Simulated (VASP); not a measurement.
Wanted: the native input for a VASP 6.6.1 run.

```yaml
Task: single point
Functional: r2SCAN
Potentials_or_basis: VASP PAW PBE potentials, release 64 (Ag, Br)
Cutoff: 550 eV
k_mesh: 6 × 6 × 6
Occupations: gaussian, width 0.01 eV
Spin: no spin polarisation
Dipole_correction: no
Further_INCAR_settings: ALGO = Normal; EDIFF = 1e-06; NBANDS = 16
```

Crystal: AgBr.

```
Ag Br
1.0
     0.00000    2.83368    2.83368
     2.83368    0.00000    2.83368
     2.83368    2.83368    0.00000
Ag Br
1 1
Direct
  0.00000 0.00000 0.00000
  0.50000 0.50000 0.50000
```

These files were run (other wordings do the same):

POSCAR

```
AgBr
1.0
    0.0000000000      2.8336814116      2.8336814116
    2.8336814116      0.0000000000      2.8336814116
    2.8336814116      2.8336814116      0.0000000000
Ag Br
1 1
Direct
    0.0000000000      0.0000000000      0.0000000000
    0.5000000000      0.5000000000      0.5000000000
```

INCAR.step1

```
PREC     = Accurate       # precision mode
ENCUT    = 550            # plane-wave cutoff, eV
ISMEAR   = 0              # smearing method
SIGMA    = 0.01           # smearing width, eV
LREAL    = F              # projectors in reciprocal space
LASPH    = T              # aspherical terms in the spheres
NELM     = 120            # most SCF steps
NBANDS   = 16             # bands
GGA      = PE             # functional
ALGO     = Normal         # electronic algorithm
EDIFF    = 1E-5           # SCF threshold, eV
LWAVE    = T              # write WAVECAR
LCHARG   = F              # write CHGCAR
GGA_COMPAT= F
```

INCAR.step2

```
PREC     = Accurate       # precision mode
ENCUT    = 550            # plane-wave cutoff, eV
EDIFF    = 1E-6           # SCF threshold, eV
ISMEAR   = 0              # smearing method
SIGMA    = 0.01           # smearing width, eV
LREAL    = F              # projectors in reciprocal space
LASPH    = T              # aspherical terms in the spheres
NELM     = 120            # most SCF steps
ALGO     = Normal         # electronic algorithm
ISIF     = 2              # what is computed and relaxed
LWAVE    = F              # write WAVECAR
LCHARG   = F              # write CHGCAR
METAGGA  = R2SCAN         # meta-GGA
LMIXTAU  = T            
NBANDS   = 16             # bands
ISTART   = 1            
GGA_COMPAT= F
```

KPOINTS

```
Automatic mesh
0
Gamma
  6 6 6
```

Potentials or basis: VASP PAW PBE potentials, release 64 (Ag, Br).

Command:

```bash
$ cat potpaw_PBE.64/Ag/POTCAR potpaw_PBE.64/Br/POTCAR > POTCAR
$ cp INCAR.step1 INCAR
$ mpirun -np 1 vasp_std > vasp.out
$ cp INCAR.step2 INCAR
$ mpirun -np 1 vasp_std > vasp.out
```

Results of the run:

```yaml
Pressure: 3.3 GPa
Band_gap_on_the_k_mesh: 1.25 eV (least direct gap 3.43 eV)
```

Caveat: the cell stands under pressure; the PAW data sets were made with another functional, which shifts forces and pressure a little.

It took 34 s on 1 thread of Intel(R) Xeon(R) 6975P-C (Granite Rapids), on a shared host, peak memory 0.19 GiB.
